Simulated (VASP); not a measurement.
Ni2SbTe:

```
Te Sb Ni
1.0
     3.96562    0.00000    0.00000
    -1.98281    3.43433    0.00000
     0.00000    0.00000    5.20348
Te Sb Ni
1 1 2
Cartesian
  0.0000 2.2896 0.0000
  1.9828 1.1448 2.6017
  0.0000 0.0000 1.3174
  0.0000 0.0000 3.8861
```

Base run:

- Program: VASP 6.6.1
- Functional: PBE
- Potentials or basis: VASP PAW PBE potentials, release 64 (Te, Sb, Ni)
- Cutoff: 520 eV
- k mesh: 7 × 7 × 5
- Occupations: fermi-dirac, width 0.05 eV
- Spin: collinear spin, ferromagnetic start
- Starting moments: [0.0, 0.0, 1.5, 1.5] μB
- Fixed moment: 3 μB

Its results: pressure 8.9 GPa; site moments Te +0.33; Sb +0.30; Ni +0.92 μB; largest force 0.057 eV/Å.

**Question.** The run is repeated on the same cell with these changes: fixed moment from 3 μB to 2 μB; moments at the start from [0.0, 0.0, 1.5, 1.5] to [0.0, 0.0, 1.0, 1.0]. What comes out?

**Answer.** Pressure 5.3 GPa; site moments Te +0.21; Sb +0.17; Ni +0.66 μB; largest force 0.064 eV/Å.

Caveats: the cell stands under pressure; the total moment is fixed, so each spin has its own Fermi level and the state may be an excited one.
